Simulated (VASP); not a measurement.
Crystal: C.

```xyz
2
Lattice="0.0000 1.7834 1.7834 1.7834 0.0000 1.7834 1.7834 1.7834 0.0000" Properties=species:S:1:pos:R:3 pbc="T T T"
C     2.6751    2.6751    2.6751
C     1.7834    1.7834    1.7834
```

- Program: VASP 6.6.1
- Task: relaxation of cell and atoms
- Functional: SVWN5
- Potentials or basis: VASP PAW PBE potentials, release 64 (C)
- Cutoff: 600 eV
- k mesh: 13 × 13 × 13
- Occupations: fermi-dirac, width 0.05 eV
- Spin: no spin polarisation

At the start: pressure -12.3 GPa; volume 5.67 Å³/atom.

Where does the relaxation end?

Over 3 steps the energy falls by 6.1 meV/atom and the volume is 5.52 Å³/atom (-2.7 %); space group Fd-3m (No. 227, to 0.05 Å).

Step by step:
```csv
step,energy change (eV),largest force (eV/Å),pressure (GPa),volume (Å³)
1,0.0000,0.0000,-12.31,11.34
2,0.0089,0.0000,17.88,10.64
3,-0.0122,0.0000,-0.11,11.04
```

Final structure:
```
C
1.0
     0.00000    1.76705    1.76705
     1.76705    0.00000    1.76705
     1.76705    1.76705    0.00000
C
2
Direct
  0.75000 0.75000 0.75000
  0.50000 0.50000 0.50000
```

The cell as given is a measured one (5.67 Å³/atom); SVWN5 puts the equilibrium volume -2.7 % from it, thermal expansion not counted.

Caveat: the PAW data sets were made with another functional, which shifts forces and pressure a little.
